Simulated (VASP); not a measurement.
# PbS (Fm-3m) in VASP: settings compared

Aim: see how the results for PbS move with the level of theory and the settings. Levels: PBEsol, PBEsol-based screened hybrid with 25 % exact exchange. Tasks: single point, relaxation of cell and atoms.

Program: VASP 6.6.1. These are calculated values, not measurements. Logs are shortened: lines on timing, memory, paths and dates and some standing lists are left out, and cuts for length are marked.

### 1 The cell of the first run

It takes space group Fm-3m (No. 225, cubic). The conventional cell has a = 5.971 Å, b = 5.971 Å, c = 5.971 Å, α = 90.00°, β = 90.00°, γ = 90.00°. Pb (site symmetry m-3m) has 6 S at 2.99 Å within 3.9 Å. Within 3.9 Å of S (site symmetry m-3m) lie 6 Pb at 2.99 Å.

### 2 Single point, PBEsol

The input, INCAR:

```
ALGO = Normal
EDIFF = 1E-6
ENCUT = 500
GGA = PS
GGA_COMPAT = F
ISIF = 2
ISMEAR = -1
LASPH = T
LCHARG = F
LREAL = F
LWAVE = F
NBANDS = 17
NELM = 120
PREC = Accurate
SIGMA = 0.05
```

The input, KPOINTS:

```
k-points
0
Gamma
  8 8 8
```

The input, POSCAR:

```
PbS
1.0
    0.0000000000      2.9853913009      2.9853913009
    2.9853913009      0.0000000000      2.9853913009
    2.9853913009      2.9853913009      0.0000000000
Pb S
1 1
Direct
    0.0000000000      0.0000000000      0.0000000000
    0.5000000000      0.5000000000      0.5000000000
```

Potentials or basis: VASP PAW PBE potentials, release 64 (Pb_d, S).

Command:

```console
cat potpaw_PBE.64/Pb_d/POTCAR potpaw_PBE.64/S/POTCAR > POTCAR
mpirun -np 1 vasp_std > vasp.out
```

OUTCAR:

```text
EDIFF = 1E-6
   ENCUT = 500
   GGA = PS
   ISIF = 2
   ISMEAR = -1
   LASPH = T
   LREAL = F
   NELM = 120
   PREC = Accurate

 ion  position               nearest neighbor table
   1  0.000  0.000  0.000-   2 2.99   2 2.99   2 2.99   2 2.99   2 2.99   2 2.99
   2  0.500  0.500  0.500-   1 2.99   1 2.99   1 2.99   1 2.99   1 2.99   1 2.99

  LATTYP: Found a face centered cubic cell.
 ALAT       =     5.9707826018

  Lattice vectors:

 A1 = (   0.0000000000,   2.9853913009,   2.9853913009)
 A2 = (   2.9853913009,   0.0000000000,   2.9853913009)
 A3 = (   2.9853913009,   2.9853913009,   0.0000000000)

Analysis of symmetry for initial positions (statically):
=====================================================================
 Subroutine PRICEL returns:
 Original cell was already a primitive cell.

 Routine SETGRP: Setting up the symmetry group for a
 face centered cubic supercell.

 Subroutine GETGRP returns: Found 48 space group operations
 (whereof 48 operations were pure point group operations)
 out of a pool of 48 trial point group operations.

The static configuration has the point symmetry O_h .

Analysis of symmetry for dynamics (positions and initial velocities):
=====================================================================
 Subroutine PRICEL returns:
 Original cell was already a primitive cell.

 Routine SETGRP: Setting up the symmetry group for a
 face centered cubic supercell.

 Subroutine GETGRP returns: Found 48 space group operations
 (whereof 48 operations were pure point group operations)
 out of a pool of 48 trial point group operations.

The dynamic configuration has the point symmetry O_h .

 Subroutine INISYM returns: Found 48 space group operations
 (whereof 48 operations are pure point group operations),
 and found     1 'primitive' translations

----------------------------------------------------------------------------------------

                                     Primitive cell

  volume of cell :      53.2150

  direct lattice vectors                    reciprocal lattice vectors
     0.000000000  2.985391301  2.985391301    -0.167482233  0.167482233  0.167482233
     2.985391301  0.000000000  2.985391301     0.167482233 -0.167482233  0.167482233
     2.985391301  2.985391301  0.000000000     0.167482233  0.167482233 -0.167482233

  length of vectors
     4.221980867  4.221980867  4.221980867     0.290087736  0.290087736  0.290087736

  position of ions in fractional coordinates (direct lattice)
     0.000000000  0.000000000  0.000000000
     0.500000000  0.500000000  0.500000000

  ion indices of the primitive-cell ions
   primitive index   ion index
                 1           1
                 2           2

----------------------------------------------------------------------------------------

 KPOINTS: k-points

Automatic generation of k-mesh.
 Grid dimensions read from file:
 generate k-points for:    8    8    8

 Generating k-lattice:

  Cartesian coordinates                     Fractional coordinates (reciprocal lattice)
    -0.020935279  0.020935279  0.020935279     0.125000000  0.000000000  0.000000000
     0.020935279 -0.020935279  0.020935279     0.000000000  0.125000000  0.000000000
     0.020935279  0.020935279 -0.020935279     0.000000000  0.000000000  0.125000000

  Length of vectors
     0.036260967  0.036260967  0.036260967

  Shift w.r.t. Gamma in fractional coordinates (k-lattice)
     0.000000000  0.000000000  0.000000000

 Subroutine IBZKPT returns following result:
 ===========================================

 Found     29 irreducible k-points:

 Following reciprocal coordinates:
            Coordinates               Weight
  0.000000  0.000000  0.000000      1.000000
  0.125000  0.000000  0.000000      8.000000
  0.250000  0.000000  0.000000      8.000000
  0.375000  0.000000  0.000000      8.000000
  0.500000  0.000000  0.000000      4.000000
  0.125000  0.125000  0.000000      6.000000
[... 16 lines left out ...]
  0.500000  0.250000  0.125000     48.000000
 -0.375000  0.250000  0.125000     24.000000
 [... further k-points ...]
   k-points           NKPTS =     29   k-points in BZ     NKDIM =     29   number of bands    NBANDS=     17
   number of dos      NEDOS =    301   number of ions     NIONS =      2
   total plane-waves  NPLWV =  32768
   dimension x,y,z NGX =    32 NGY =   32 NGZ =   32
   dimension x,y,z NGXF=    64 NGYF=   64 NGZF=   64
   ions per type =               1   1
   NGX,Y,Z   is equivalent  to a cutoff of  12.60, 12.60, 12.60 a.u.
   NGXF,Y,Z  is equivalent  to a cutoff of  25.20, 25.20, 25.20 a.u.
 SYSTEM =  unknown system
   PREC   = accura    normal or accurate (medium, high low for compatibility)
   ISTART =      0    job   : 0-new  1-cont  2-samecut
   ICHARG =      2    charge: 1-file 2-atom 10-const
   ISPIN  =      1    spin polarized calculation?
   LNONCOLLINEAR =      F non collinear calculations
   LSORBIT =      F    spin-orbit coupling
[... 24 lines left out ...]
  volume/ion in A,a.u.               =      26.61       179.56
  Fermi-wavevector in a.u.,A,eV,Ry     =   1.181427  2.232573 18.990601  1.395770
  Thomas-Fermi vector in A             =   2.317701
   LORBIT       =      0    0 simple, 1 ext, 2 COOP (PROOUT), +10 PAW based schemes
   GGA     = PS    functional components
   LHFCALC =     F    Hartree Fock is set to
   AEXX    =    0.0000 exact exchange contribution
   IVDW    =     0    specifies the selected vdW correction
   LEPSILON=     F    determine dielectric tensor
   LRPA    =     F    only Hartree local field effects (RPA)
 non-spin polarized calculation
  energy-cutoff  :      500.00
  volume of cell :       53.21
 maximum number of plane-waves:      1365
   NGX = 15   NGY = 15   NGZ = 15

 number of electron      20.0000001 magnetization

 Free energy of the ion-electron system (eV)
  ---------------------------------------------------
  ext. energy  EPLUGINS =         0.00000000
  ---------------------------------------------------
  free energy    TOTEN  =        -9.44666809 eV

  energy without entropy =       -9.44642103  energy(sigma->0) =       -9.44654456

 E-fermi :   5.5713     XC(G=0):  -9.7951

 val. band max:        5.4082428572   @ k =   0.5000   0.0000   0.0000
 cond. band min:       5.7343751923   @ k =   0.5000   0.0000   0.0000
 fundamental gap:      0.3261323351
 Fermi energy:         5.5713149803

 k-point     1 :       0.0000    0.0000    0.0000
  band No.  band energies     occupation
      1     -11.2810      2.00000
      2     -11.2810      2.00000
      3     -11.2810      2.00000
      4     -11.2671      2.00000
      5     -11.2671      2.00000
      6      -7.9961      2.00000
[... 9 lines left out ...]
     16      12.1230      0.00000
     17      13.9305      0.00000

 k-point     2 :       0.1250    0.0000    0.0000
  band No.  band energies     occupation
      1     -11.2803      2.00000
      2     -11.2784      2.00000
      3     -11.2784      2.00000
      4     -11.2675      2.00000
      5     -11.2675      2.00000
      6      -7.8653      2.00000
[... 9 lines left out ...]
     16      12.4887      0.00000
     17      15.1209      0.00000

 k-point     3 :       0.2500    0.0000    0.0000
  band No.  band energies     occupation
      1     -11.2849      2.00000
      2     -11.2849      2.00000
      3     -11.2789      2.00000
      4     -11.2558      2.00000
      5     -11.2558      2.00000
      6      -7.5021      2.00000
[... 9 lines left out ...]
     16      13.3391      0.00000
     17      17.0708      0.00000

 k-point     4 :       0.3750    0.0000    0.0000
  band No.  band energies     occupation
      1     -11.2944      2.00000
      2     -11.2944      2.00000
      3     -11.2780      2.00000
      4     -11.2409      2.00000
      5     -11.2409      2.00000
      6      -7.0307      2.00000
[... 9 lines left out ...]
     16      14.5727      0.00000
     17      17.0316      0.00000
[... 343 lines left out ...]
      1     -11.3119      2.00000
      2     -11.2844      2.00000
      3     -11.2725      2.00000
      4     -11.2533      2.00000
      5     -11.2450      2.00000
      6      -7.1898      2.00000
[... 9 lines left out ...]
     16      15.1807      0.00000
     17      15.5602      0.00000

 k-point    23 :       0.5000    0.2500    0.1250
  band No.  band energies     occupation
      1     -11.3261      2.00000
      2     -11.2800      2.00000
      3     -11.2742      2.00000
      4     -11.2486      2.00000
      5     -11.2380      2.00000
      6      -6.7722      2.00000
[... 9 lines left out ...]
     16      15.6205      0.00000
     17      16.6083      0.00000

 k-point    24 :      -0.3750    0.2500    0.1250
  band No.  band energies     occupation
      1     -11.3313      2.00000
      2     -11.2828      2.00000
      3     -11.2659      2.00000
      4     -11.2533      2.00000
      5     -11.2335      2.00000
      6      -6.5611      2.00000
[... 9 lines left out ...]
     16      16.3084      0.00000
     17      16.4728      0.00000

 [... further k-points ...]

------------------------ aborting loop because EDIFF is reached ----------------------------------------

  FORCE on cell =-STRESS in cart. coord.  units (eV):
  Direction    XX          YY          ZZ          XY          YZ          ZX
  --------------------------------------------------------------------------------------
  -------------------------------------------------------------------------------------
  Total       -0.6564629     -0.6564629     -0.6564629     -0.0000000     -0.0000000      0.0000000
  in kB      -19.7645538    -19.7645538    -19.7645538     -0.0000000     -0.0000000      0.0000000
  external PRESSURE =     -19.7645538 kB  Pullay stress =       0.0000000 kB

 VOLUME and BASIS-vectors are now :
 -----------------------------------------------------------------------------
  energy-cutoff  :      500.00
  volume of cell :       53.21
      direct lattice vectors                 reciprocal lattice vectors
     0.000000000  2.985391301  2.985391301    -0.167482233  0.167482233  0.167482233
     2.985391301  0.000000000  2.985391301     0.167482233 -0.167482233  0.167482233
     2.985391301  2.985391301  0.000000000     0.167482233  0.167482233 -0.167482233

 POSITION                                       TOTAL-FORCE (eV/Angst)
 -----------------------------------------------------------------------------------
      0.00000      0.00000      0.00000        -0.000000     -0.000000     -0.000000
      2.98539      2.98539      2.98539         0.000000      0.000000      0.000000
 -----------------------------------------------------------------------------------
    total drift:                                0.000000     -0.000000     -0.000000

  FREE ENERGIE OF THE ION-ELECTRON SYSTEM (eV)
  ---------------------------------------------------
  free  energy   TOTEN  =        -9.4466680869 eV

  energy  without entropy=       -9.4464210337  energy(sigma->0) =       -9.44654456
```

Wall time 8.3 s (1 thread of Intel Xeon 6975P-C (Granite Rapids), shared host); peak memory 0.18 GiB.

Results:

| Quantity | Value |
| --- | --- |
| Free energy | -9.4467 eV |
| Pressure | -2.0 GPa |
| Band gap on the k mesh | 0.33 eV |

Caveat: the PAW data sets were made with another functional, which shifts forces and pressure a little; spin-orbit coupling is left out, which moves the levels of the heavy elements. A k mesh can miss the band edges.

### 3 Single point, PBEsol-based screened hybrid with 25 % exact exchange

This run uses another cell than the first one, of 25.73 Å³/atom.

The input, POSCAR:

```
PbS
1.0
    0.0000000000      2.9521342684      2.9521342684
    2.9521342684      0.0000000000      2.9521342684
    2.9521342684      2.9521342684      0.0000000000
Pb S
1 1
Direct
    0.0000000000      0.0000000000      0.0000000000
    0.5000000000      0.5000000000      0.5000000000
```

The input, INCAR.step1:

```
ALGO = Normal ; EDIFF = 1E-5
ENCUT = 520 ; GGA = PE
ISIF = 2 ; ISMEAR = -1
LASPH = True ; LREAL = False
LWAVE = True ; NBANDS = 17
NELM = 100 ; PREC = Accurate
SIGMA = 0.05
```

The input, INCAR.step2:

```
AEXX = 0.25 ; ALGO = Normal
EDIFF = 1E-7 ; ENCUT = 520
GGA = PS ; HFSCREEN = 0.207
ISIF = 2 ; ISMEAR = -1
ISTART = 1 ; LASPH = True
LCHARG = True ; LELF = True
LHFCALC = True ; LREAL = False
LVHAR = True ; LWAVE = False
NBANDS = 17 ; NELM = 100
PREC = Accurate ; PRECFOCK = Normal
SIGMA = 0.05
```

The input, KPOINTS:

```
k-points
0
Gamma
  4 4 4
```

Potentials or basis: VASP PAW PBE potentials, release 64 (Pb_d, S).

Command:

```console
cat potpaw_PBE.64/Pb_d/POTCAR potpaw_PBE.64/S/POTCAR > POTCAR
cp INCAR.step1 INCAR
mpirun -np 1 vasp_std > vasp.out
cp INCAR.step2 INCAR
mpirun -np 1 vasp_std > vasp.out
```

It took 3.9 min on 1 thread of Intel Xeon 6975P-C (Granite Rapids), shared host; peak memory 0.28 GiB.

Results (log left out):

```
Free energy            : -10.8792 eV
Pressure               : -0.1 GPa
Band gap on the k mesh : 0.65 eV
```

Levels at points of the mesh, in eV from the valence-band top:
```csv
k point,band 6,band 7,band 8,band 9,band 10,band 11,band 12,band 13,band 14,band 15
"(0.00, 0.00, 0.00)",-15.32,-6.44,-2.64,-2.64,-2.64,6.00,6.00,6.00,7.31,7.31
"(0.50, 0.00, 0.00)",-13.94,-9.84,-2.22,-2.22,0.00,0.65,2.36,2.36,9.34,11.04
"(0.50, 0.50, 0.00)",-13.42,-7.81,-6.06,-4.07,-4.07,4.18,6.45,6.56,6.56,12.20
```

Caveat: the k points lie up to 0.46 Å⁻¹ apart; the PAW data sets were made with another functional, which shifts forces and pressure a little; spin-orbit coupling is left out, which moves the levels of the heavy elements. A k mesh can miss the band edges.

### 4 Single point, PBEsol-based screened hybrid with 25 % exact exchange

This run uses another cell than the first one, of 26.09 Å³/atom.

The input, POSCAR:

```
PbS
1.0
    0.0000000000      2.9657500000      2.9657500000
    2.9657500000      0.0000000000      2.9657500000
    2.9657500000      2.9657500000      0.0000000000
Pb S
1 1
Direct
    0.0000000000      0.0000000000      0.0000000000
    0.5000000000      0.5000000000      0.5000000000
```

The input, INCAR.step1:

```
PREC     = Accurate       # precision mode
ENCUT    = 520            # plane-wave cutoff, eV
EDIFF    = 1E-5           # SCF threshold, eV
ISMEAR   = -1             # smearing method
SIGMA    = 0.05           # smearing width, eV
LREAL    = False          # projectors in reciprocal space
LASPH    = True           # aspherical terms in the spheres
NELM     = 80             # most SCF steps
ALGO     = Normal         # electronic algorithm
ISIF     = 2              # what is computed and relaxed
LWAVE    = True           # write WAVECAR
LCHARG   = False          # write CHGCAR
GGA      = PE             # functional
NBANDS   = 17             # bands
```

The input, INCAR.step2:

```
PREC     = Accurate       # precision mode
ENCUT    = 520            # plane-wave cutoff, eV
EDIFF    = 1E-6           # SCF threshold, eV
ISMEAR   = -1             # smearing method
SIGMA    = 0.05           # smearing width, eV
LREAL    = False          # projectors in reciprocal space
LASPH    = True           # aspherical terms in the spheres
NELM     = 80             # most SCF steps
ALGO     = Normal         # electronic algorithm
ISIF     = 2              # what is computed and relaxed
LWAVE    = False          # write WAVECAR
LCHARG   = False          # write CHGCAR
GGA      = PS             # functional
LHFCALC  = True           # exact exchange
AEXX     = 0.25           # exact-exchange fraction
HFSCREEN = 0.207          # screening, 1/A
PRECFOCK = Normal       
ISTART   = 1            
NBANDS   = 17             # bands
```

The input, KPOINTS:

```
regular mesh
0
Gamma
  4 4 4
```

Command:

```console
cat potpaw_PBE.64/Pb_d/POTCAR potpaw_PBE.64/S/POTCAR > POTCAR
cp INCAR.step1 INCAR
mpirun -np 1 vasp_std > vasp.out
cp INCAR.step2 INCAR
mpirun -np 1 vasp_std > vasp.out
```

Run time: 3.3 min. Hardware: 1 thread of Intel Xeon 6975P-C (Granite Rapids), shared host; peak memory 0.28 GiB.

It converged, with:

* Free energy: -10.8774 eV
* Pressure: -1.0 GPa
* Band gap on the k mesh: 0.71 eV

Levels at points of the mesh, in eV from the valence-band top:
```
           k point  band 8  band 9  band 10  band 11  band 12  band 13
(0.00, 0.00, 0.00)   -2.54   -2.54    -2.54     5.98     5.98     5.98
(0.50, 0.00, 0.00)   -2.13   -2.13     0.00     0.71     2.41     2.41
(0.50, 0.50, 0.00)   -5.91   -3.95    -3.95     4.27     6.42     6.52
```

Caveat: the k points lie up to 0.46 Å⁻¹ apart; the PAW data sets were made with another functional, which shifts forces and pressure a little; spin-orbit coupling is left out, which moves the levels of the heavy elements.

### 5 Relaxation of cell and atoms, PBEsol-based screened hybrid with 25 % exact exchange

This run uses another cell than the first one, of 26.09 Å³/atom.

POSCAR is that of step 4.

The input, INCAR.step1:

```
SYSTEM = PbS
PREC = Accurate
ENCUT = 600
EDIFF = 1E-5
ISMEAR = -1
SIGMA = 0.05
LREAL = .False.
LASPH = .True.
NELM = 80
ALGO = Normal
LWAVE = .True.
LCHARG = .False.
GGA = PE
NBANDS = 17
```

The input, INCAR.step2:

```
SYSTEM = PbS
PREC = Accurate
ENCUT = 600
EDIFF = 1E-6
ISMEAR = -1
SIGMA = 0.05
LREAL = .False.
LASPH = .True.
NELM = 80
ALGO = Normal
ISIF = 3
LWAVE = .False.
LCHARG = .False.
GGA = PS
LHFCALC = .True.
AEXX = 0.25
HFSCREEN = 0.207
PRECFOCK = Normal
IBRION = 2
NSW = 60
EDIFFG = -0.01
ISTART = 1
```

The input, KPOINTS:

```
Automatic mesh
0
Gamma
  4 4 4
  0 0 0
```

Command:

```console
cat potpaw_PBE.64/Pb_d/POTCAR potpaw_PBE.64/S/POTCAR > POTCAR
cp INCAR.step1 INCAR
mpirun -np 1 vasp_std > vasp.out
cp INCAR.step2 INCAR
mpirun -np 1 vasp_std > vasp.out
```

It took 27 min on 1 thread of Intel Xeon 6975P-C (Granite Rapids), shared host; peak memory 0.32 GiB.

It converged, with:

```
Free energy                           : -10.8796 eV
Relaxed volume                        : 25.76 Å³/atom
Relaxed cell                          : a = 4.177 Å, b = 4.177 Å, c = 4.177 Å, α = 60.00°, β = 60.00°, γ = 60.00°
Space group after relaxing (to 0.1 Å) : Fm-3m (No. 225)
Energy gained by relaxing             : 1.0 meV/atom
Ionic steps                           : 4
Pressure after relaxing               : 0.0 GPa
Band gap on the k mesh                : 0.65 eV
```

The path:
```tsv
step	energy change (eV)	largest force (eV/Å)	pressure (GPa)	volume (Å³)
1	0.0000	0.0000	-0.91	52.17
2	-0.0014	0.0000	0.44	51.06
3	-0.0020	0.0000	0.09	51.46
4	-0.0020	0.0000	-0.03	51.52
```

Final structure:
```
Pb S
1.0
     0.00000    2.95341    2.95341
     2.95341    0.00000    2.95341
     2.95341    2.95341    0.00000
Pb S
1 1
Direct
  0.00000 0.00000 0.00000
  0.50000 0.50000 0.50000
```

Levels at points of the mesh, in eV from the valence-band top:
```csv
k point,band 6,band 7,band 8,band 9,band 10,band 11,band 12,band 13,band 14
"(0.00, 0.00, 0.00)",-15.30,-6.44,-2.63,-2.63,-2.63,5.99,5.99,5.99,7.32
"(0.50, 0.00, 0.00)",-13.93,-9.83,-2.21,-2.21,0.00,0.65,2.36,2.36,9.34
"(0.50, 0.50, 0.00)",-13.41,-7.80,-6.04,-4.06,-4.06,4.19,6.45,6.55,6.55
```

Caveat: the k points lie up to 0.46 Å⁻¹ apart in the final cell; the PAW data sets were made with another functional, which shifts forces and pressure a little; spin-orbit coupling is left out, which moves the levels of the heavy elements.

### 6 Summary

```tsv
task	level	cell	k mesh	cutoff (eV)	grid for exact exchange (PRECFOCK)	share of exact exchange	screening parameter	gap on the mesh (eV)	pressure (GPa)
single point	PBEsol	a = 4.222 Å, angles 60.0°, 2 atoms	8 × 8 × 8	500	-	-	-	0.33	-2.0
single point	PBEsol-based screened hybrid with 25 % exact exchange	a = 4.175 Å, angles 60.0°, 2 atoms	4 × 4 × 4	520	Normal	0.25	0.207 1/Å	0.65	-0.1
single point	PBEsol-based screened hybrid with 25 % exact exchange	a = 4.194 Å, angles 60.0°, 2 atoms	4 × 4 × 4	520	Normal	0.25	0.207 1/Å	0.71	-1.0
relaxation of cell and atoms	PBEsol-based screened hybrid with 25 % exact exchange	relaxed from a = 4.194 Å, angles 60.0°, 2 atoms	4 × 4 × 4	600	Normal	0.25	0.207 1/Å	0.65	0.0
```

Alike in all rows: potentials or basis VASP PAW PBE potentials, release 64 (Pb_d, S); no spin polarisation; smearing fermi-dirac 0.05 eV.

Caveats: some runs use coarse meshes; the PAW data sets were made with another functional, which shifts forces and pressure a little; spin-orbit coupling is left out, which moves the levels of the heavy elements.

Absolute energies hang on the potentials; compare differences alone.
